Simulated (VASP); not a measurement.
# NaMgI3 in VASP: further runs

Aim: see how the results for NaMgI3 move with the level of theory and the settings. Levels: r2SCAN, PBE. Tasks: single point.

Everything below comes from runs of VASP 6.6.1. Logs are shortened: lines on timing, memory, paths and dates and some standing lists are left out, and cuts for length are marked.

### 1 The cell of the first run

It takes space group Pm-3m (No. 221, cubic). Conventional cell: a = 5.759 Å, b = 5.759 Å, c = 5.759 Å, α = 90.00°, β = 90.00°, γ = 90.00°. Na (site symmetry m-3m) has 12 I at 4.07 Å and 8 Mg at 4.99 Å within 5.3 Å. Within 3.8 Å of Mg (site symmetry m-3m) lie 6 I at 2.88 Å. I (site symmetry 4/mmm) has 2 Mg at 2.88 Å within 3.8 Å.

### 2 Single point, r2SCAN (strain -0.5%)

POSCAR reads:

```
NaMgI3
1.0
    5.7593869811      0.0000000000      0.0000000000
    0.0000000000      5.7593869811      0.0000000000
    0.0000000000      0.0000000000      5.7593869811
Na Mg I
1 1 3
Direct
    0.0000000000      0.0000000000      0.0000000000
    0.5000000000      0.5000000000      0.5000000000
    0.5000000000      0.5000000000      0.0000000000
    0.5000000000      0.0000000000      0.5000000000
    0.0000000000      0.5000000000      0.5000000000
```

INCAR.step1 reads:

```
SYSTEM = NaMgI3
ALGO = Normal
EDIFF = 1E-4
ENCUT = 520
GGA = PE
ISMEAR = 0
LASPH = .TRUE.
LCHARG = .FALSE.
LREAL = .FALSE.
LWAVE = .TRUE.
NBANDS = 23
NELM = 100
PREC = Accurate
SIGMA = 0.01
```

INCAR.step2 reads:

```
SYSTEM = NaMgI3
ALGO = Normal
EDIFF = 1E-6
ENCUT = 520
ISIF = 2
ISMEAR = 0
ISTART = 1
LASPH = .TRUE.
LCHARG = .FALSE.
LMIXTAU = .TRUE.
LREAL = .FALSE.
LWAVE = .FALSE.
METAGGA = R2SCAN
NBANDS = 23
NELM = 100
PREC = Accurate
SIGMA = 0.01
```

KPOINTS reads:

```
k-points
0
G
  4 4 4
  0 0 0
```

Potentials or basis: VASP PAW PBE potentials, release 64 (Na_pv, Mg, I).

On the command line:

```console
$ cat potpaw_PBE.64/Na_pv/POTCAR potpaw_PBE.64/Mg/POTCAR potpaw_PBE.64/I/POTCAR > POTCAR
$ cp INCAR.step1 INCAR
$ mpirun -np 1 vasp_std > vasp.out
$ cp INCAR.step2 INCAR
$ mpirun -np 1 vasp_std > vasp.out
```

OUTCAR:

```text
SYSTEM = NaMgI3
   EDIFF = 1E-6
   ENCUT = 520
   ISIF = 2
   ISMEAR = 0
   ISTART = 1
   LASPH = .TRUE.
   LREAL = .FALSE.
   METAGGA = R2SCAN
   NELM = 100
   PREC = Accurate

 ion  position               nearest neighbor table
   1  0.000  0.000  0.000-
   2  0.500  0.500  0.500-   3 2.88   4 2.88   5 2.88   3 2.88   4 2.88   5 2.88
   3  0.500  0.500  0.000-   2 2.88   2 2.88
   4  0.500  0.000  0.500-   2 2.88   2 2.88
   5  0.000  0.500  0.500-   2 2.88   2 2.88

  LATTYP: Found a simple cubic cell.
 ALAT       =     5.7593869811

  Lattice vectors:

 A1 = (   5.7593869811,   0.0000000000,   0.0000000000)
 A2 = (   0.0000000000,   5.7593869811,   0.0000000000)
 A3 = (   0.0000000000,   0.0000000000,   5.7593869811)

Analysis of symmetry for initial positions (statically):
=====================================================================
 Subroutine PRICEL returns:
 Original cell was already a primitive cell.

 Routine SETGRP: Setting up the symmetry group for a
 simple cubic supercell.

 Subroutine GETGRP returns: Found 48 space group operations
 (whereof 48 operations were pure point group operations)
 out of a pool of 48 trial point group operations.

The static configuration has the point symmetry O_h .

Analysis of symmetry for dynamics (positions and initial velocities):
=====================================================================
 Subroutine PRICEL returns:
 Original cell was already a primitive cell.

 Routine SETGRP: Setting up the symmetry group for a
 simple cubic supercell.

 Subroutine GETGRP returns: Found 48 space group operations
 (whereof 48 operations were pure point group operations)
 out of a pool of 48 trial point group operations.

The dynamic configuration has the point symmetry O_h .

 Subroutine INISYM returns: Found 48 space group operations
 (whereof 48 operations are pure point group operations),
 and found     1 'primitive' translations

----------------------------------------------------------------------------------------

                                     Primitive cell

  volume of cell :     191.0420

  direct lattice vectors                    reciprocal lattice vectors
     5.759386981  0.000000000  0.000000000     0.173629590  0.000000000  0.000000000
     0.000000000  5.759386981  0.000000000     0.000000000  0.173629590  0.000000000
     0.000000000  0.000000000  5.759386981     0.000000000  0.000000000  0.173629590

  length of vectors
     5.759386981  5.759386981  5.759386981     0.173629590  0.173629590  0.173629590

  position of ions in fractional coordinates (direct lattice)
     0.000000000  0.000000000  0.000000000
     0.500000000  0.500000000  0.500000000
     0.500000000  0.500000000  0.000000000
     0.500000000  0.000000000  0.500000000
     0.000000000  0.500000000  0.500000000

  ion indices of the primitive-cell ions
   primitive index   ion index
                 1           1
                 2           2
                 3           3
                 4           4
                 5           5

----------------------------------------------------------------------------------------

 KPOINTS: k-points

Automatic generation of k-mesh.
 Grid dimensions read from file:
 generate k-points for:    4    4    4

 Generating k-lattice:

  Cartesian coordinates                     Fractional coordinates (reciprocal lattice)
     0.043407397  0.000000000  0.000000000     0.250000000  0.000000000  0.000000000
     0.000000000  0.043407397  0.000000000     0.000000000  0.250000000  0.000000000
     0.000000000  0.000000000  0.043407397     0.000000000  0.000000000  0.250000000

  Length of vectors
     0.043407397  0.043407397  0.043407397

  Shift w.r.t. Gamma in fractional coordinates (k-lattice)
     0.000000000  0.000000000  0.000000000

 Subroutine IBZKPT returns following result:
 ===========================================

 Found     10 irreducible k-points:

 Following reciprocal coordinates:
            Coordinates               Weight
  0.000000  0.000000  0.000000      1.000000
  0.250000  0.000000  0.000000      6.000000
  0.500000  0.000000  0.000000      3.000000
  0.250000  0.250000  0.000000     12.000000
  0.500000  0.250000  0.000000     12.000000
  0.500000  0.500000  0.000000      3.000000
  0.250000  0.250000  0.250000      8.000000
  0.500000  0.250000  0.250000     12.000000
  0.500000  0.500000  0.250000      6.000000
  0.500000  0.500000  0.500000      1.000000
   k-points           NKPTS =     10   k-points in BZ     NKDIM =     10   number of bands    NBANDS=     23
   number of dos      NEDOS =    301   number of ions     NIONS =      5
   total plane-waves  NPLWV = 110592
   dimension x,y,z NGX =    48 NGY =   48 NGZ =   48
   dimension x,y,z NGXF=    96 NGYF=   96 NGZF=   96
   ions per type =               1   1   3
   NGX,Y,Z   is equivalent  to a cutoff of  13.86, 13.86, 13.86 a.u.
   NGXF,Y,Z  is equivalent  to a cutoff of  27.71, 27.71, 27.71 a.u.
 SYSTEM =  NaMgI3
   PREC   = accura    normal or accurate (medium, high low for compatibility)
   ISTART =      1    job   : 0-new  1-cont  2-samecut
   ICHARG =      0    charge: 1-file 2-atom 10-const
   ISPIN  =      1    spin polarized calculation?
   LNONCOLLINEAR =      F non collinear calculations
   LSORBIT =      F    spin-orbit coupling
   LASPH  =      T    aspherical Exc in radial PAW
   ENCUT  =  520.0 eV  38.22 Ry    6.18 a.u.  10.71 10.71 10.71*2*pi/ulx,y,z
   NELM   =    100;   NELMIN=  2; NELMDL=  0     # of ELM steps
   EDIFF  = 0.1E-05   stopping-criterion for ELM
   LREAL  =      F    real-space projection
   EDIFFG = 0.1E-04   stopping-criterion for IOM
   NSW    =      0    number of steps for IOM
   IBRION =     -1    ionic relax: 0-MD 1-quasi-New 2-CG
   NFREE  =      0    steps in history (QN), initial steepest desc. (CG)
   ISIF   =      2    stress and relaxation
   ISYM   =      2    0-nonsym 1-usesym 2-fastsym
   POTIM  = 0.5000    time-step for ionic-motion
   TEBEG  =    0.0;   TEEND  =   0.0 temperature during run
   PSTRESS=    0.0 pullay stress
   NELECT =      30.0000    total number of electrons
   NUPDOWN=      -1.0000    fix difference up-down
   EMIN   =  10.00;   EMAX   =-10.00  energy-range for DOS
   EFERMI =   0.00;   METHOD = LEGACY
   ISMEAR =     0;   SIGMA  =   0.01  broadening in eV -4-tet -1-fermi 0-gaus
   EFERMI_NEDOS =   21; number of points for ismear=-14 and -15
   IALGO  =     38    algorithm
   IMIX   =      4    mixing-type and parameters
     AMIX     =   0.40;   BMIX     =  1.00
     AMIX_MAG =   1.60;   BMIX_MAG =  1.00
  volume/ion in A,a.u.               =      38.21       257.84
  Fermi-wavevector in a.u.,A,eV,Ry     =   0.883227  1.669057 10.613767  0.780090
  Thomas-Fermi vector in A             =   2.003965
   LORBIT       =      0    0 simple, 1 ext, 2 COOP (PROOUT), +10 PAW based schemes
   METAGGA = R2SCAN    functional components
   LHFCALC =     F    Hartree Fock is set to
   AEXX    =    0.0000 exact exchange contribution
   IVDW    =     0    specifies the selected vdW correction
   LEPSILON=     F    determine dielectric tensor
   LRPA    =     F    only Hartree local field effects (RPA)
 non-spin polarized calculation
 Gauss-broadening in eV      SIGMA  =   0.01
  energy-cutoff  :      520.00
  volume of cell :      191.04
 maximum number of plane-waves:      5216
 NGX is ok and might be reduce to    48
   NGX = 21   NGY = 21   NGZ = 21

 number of electron      30.0000003 magnetization

 Free energy of the ion-electron system (eV)
  ---------------------------------------------------
  ext. energy  EPLUGINS =         0.00000000
  ---------------------------------------------------
  free energy    TOTEN  =       -86.91611775 eV

  energy without entropy =      -86.91611775  energy(sigma->0) =      -86.91611775

 E-fermi :   1.3920     XC(G=0):  -7.8012

 val. band max:        1.3292998285   @ k =   0.5000   0.5000   0.5000
 cond. band min:       3.1239566379   @ k =   0.0000   0.0000   0.0000
 fundamental gap:      1.7946568094
 Fermi energy:         1.3920098154

 k-point     1 :       0.0000    0.0000    0.0000
  band No.  band energies     occupation
      1     -23.9435      2.00000
      2     -23.9435      2.00000
      3     -23.9435      2.00000
      4     -11.1380      2.00000
      5     -10.1956      2.00000
      6     -10.1956      2.00000
[... 15 lines left out ...]
     22       7.3687      0.00000
     23       9.8259      0.00000

 k-point     2 :       0.2500    0.0000    0.0000
  band No.  band energies     occupation
      1     -23.9435      2.00000
      2     -23.9435      2.00000
      3     -23.9435      2.00000
      4     -11.0313      2.00000
      5     -10.3244      2.00000
      6     -10.1917      2.00000
[... 15 lines left out ...]
     22       8.1250      0.00000
     23       9.4349      0.00000

 k-point     3 :       0.5000    0.0000    0.0000
  band No.  band energies     occupation
      1     -23.9436      2.00000
      2     -23.9435      2.00000
      3     -23.9435      2.00000
      4     -10.8575      2.00000
      5     -10.5202      2.00000
      6     -10.1878      2.00000
[... 15 lines left out ...]
     22       8.2966      0.00000
     23       9.3487      0.00000

 k-point     4 :       0.2500    0.2500    0.0000
  band No.  band energies     occupation
      1     -23.9435      2.00000
      2     -23.9435      2.00000
      3     -23.9435      2.00000
      4     -10.9309      2.00000
      5     -10.3575      2.00000
      6     -10.2649      2.00000
[... 15 lines left out ...]
     22       8.3320      0.00000
     23       8.7161      0.00000

 k-point     5 :       0.5000    0.2500    0.0000
  band No.  band energies     occupation
      1     -23.9435      2.00000
      2     -23.9435      2.00000
      3     -23.9435      2.00000
      4     -10.7608      2.00000
      5     -10.5129      2.00000
      6     -10.2855      2.00000
[... 15 lines left out ...]
     22       8.3987      0.00000
     23       9.0943      0.00000

 k-point     6 :       0.5000    0.5000    0.0000
  band No.  band energies     occupation
      1     -23.9435      2.00000
      2     -23.9435      2.00000
      3     -23.9435      2.00000
      4     -10.5420      2.00000
      5     -10.5057      2.00000
      6     -10.5057      2.00000
[... 15 lines left out ...]
     22       8.0012      0.00000
     23       9.7537      0.00000

 k-point     7 :       0.2500    0.2500    0.2500
  band No.  band energies     occupation
      1     -23.9435      2.00000
      2     -23.9435      2.00000
      3     -23.9435      2.00000
      4     -10.8410      2.00000
      5     -10.3520      2.00000
      6     -10.3520      2.00000
[... 15 lines left out ...]
     22       8.4179      0.00000
     23       9.3260      0.00000

 k-point     8 :       0.5000    0.2500    0.2500
  band No.  band energies     occupation
      1     -23.9435      2.00000
      2     -23.9435      2.00000
      3     -23.9435      2.00000
      4     -10.6847      2.00000
      5     -10.5059      2.00000
      6     -10.3465      2.00000
[... 15 lines left out ...]
     22       8.8637      0.00000
     23       9.3101      0.00000

 k-point     9 :       0.5000    0.5000    0.2500
  band No.  band energies     occupation
      1     -23.9435      2.00000
      2     -23.9435      2.00000
      3     -23.9435      2.00000
      4     -10.5174      2.00000
      5     -10.4990      2.00000
      6     -10.4990      2.00000
[... 15 lines left out ...]
     22       8.4612      0.00000
     23       8.9087      0.00000

 k-point    10 :       0.5000    0.5000    0.5000
  band No.  band energies     occupation
      1     -23.9435      2.00000
      2     -23.9435      2.00000
      3     -23.9435      2.00000
      4     -10.4922      2.00000
      5     -10.4922      2.00000
      6     -10.4922      2.00000
[... 15 lines left out ...]
     22       9.4248      0.00000
     23       9.6139      0.00000

------------------------ aborting loop because EDIFF is reached ----------------------------------------

  FORCE on cell =-STRESS in cart. coord.  units (eV):
  Direction    XX          YY          ZZ          XY          YZ          ZX
  --------------------------------------------------------------------------------------
  -------------------------------------------------------------------------------------
  Total        0.2866077      0.2866077      0.2866077     -0.0000000     -0.0000000      0.0000000
  in kB        2.4036411      2.4036411      2.4036411     -0.0000000     -0.0000000      0.0000000
  external PRESSURE =       2.4036411 kB  Pullay stress =       0.0000000 kB

 VOLUME and BASIS-vectors are now :
 -----------------------------------------------------------------------------
  energy-cutoff  :      520.00
  volume of cell :      191.04
      direct lattice vectors                 reciprocal lattice vectors
     5.759386981  0.000000000  0.000000000     0.173629590  0.000000000  0.000000000
     0.000000000  5.759386981  0.000000000     0.000000000  0.173629590  0.000000000
     0.000000000  0.000000000  5.759386981     0.000000000  0.000000000  0.173629590

 POSITION                                       TOTAL-FORCE (eV/Angst)
 -----------------------------------------------------------------------------------
      0.00000      0.00000      0.00000         0.000000      0.000000      0.000000
      2.87969      2.87969      2.87969         0.000000      0.000000      0.000000
      2.87969      2.87969      0.00000         0.000000      0.000000      0.000000
      2.87969      0.00000      2.87969         0.000000      0.000000      0.000000
      0.00000      2.87969      2.87969         0.000000      0.000000      0.000000
 -----------------------------------------------------------------------------------
    total drift:                               -0.000000      0.000000     -0.000000

  FREE ENERGIE OF THE ION-ELECTRON SYSTEM (eV)
  ---------------------------------------------------
  free  energy   TOTEN  =       -86.9161177505 eV

  energy  without entropy=      -86.9161177505  energy(sigma->0) =      -86.91611775
```

Run time: 1.8 min. Hardware: 1 thread of Intel Xeon 6975P-C (Granite Rapids), shared host; peak memory 0.37 GiB.

What came out:

```
Free energy            : -86.9161 eV
Pressure               : 0.2 GPa
Band gap on the k mesh : 1.79 eV (least direct gap 2.38 eV)
```

Levels at points of the mesh, in eV from the valence-band top:
```
           k point  band 12  band 13  band 14  band 15  band 16  band 17  band 18  band 19
(0.00, 0.00, 0.00)    -0.91    -0.58    -0.58    -0.58     1.79     3.15     5.87     5.87
(0.50, 0.00, 0.00)    -1.42    -1.15    -0.70    -0.70     3.97     4.46     5.19     6.29
(0.50, 0.50, 0.00)    -1.38    -1.38    -1.12    -0.02     4.64     5.71     5.71     5.72
(0.50, 0.50, 0.50)    -1.10     0.00     0.00     0.00     3.18     5.10     5.10     5.10
```

Caveat: the cell differs from its parent crystal (strain -0.5%); the PAW data sets were made with another functional, which shifts forces and pressure a little; spin-orbit coupling is left out, which moves the levels of the heavy elements. A k mesh can miss the band edges.

[end of part 1 of 3]
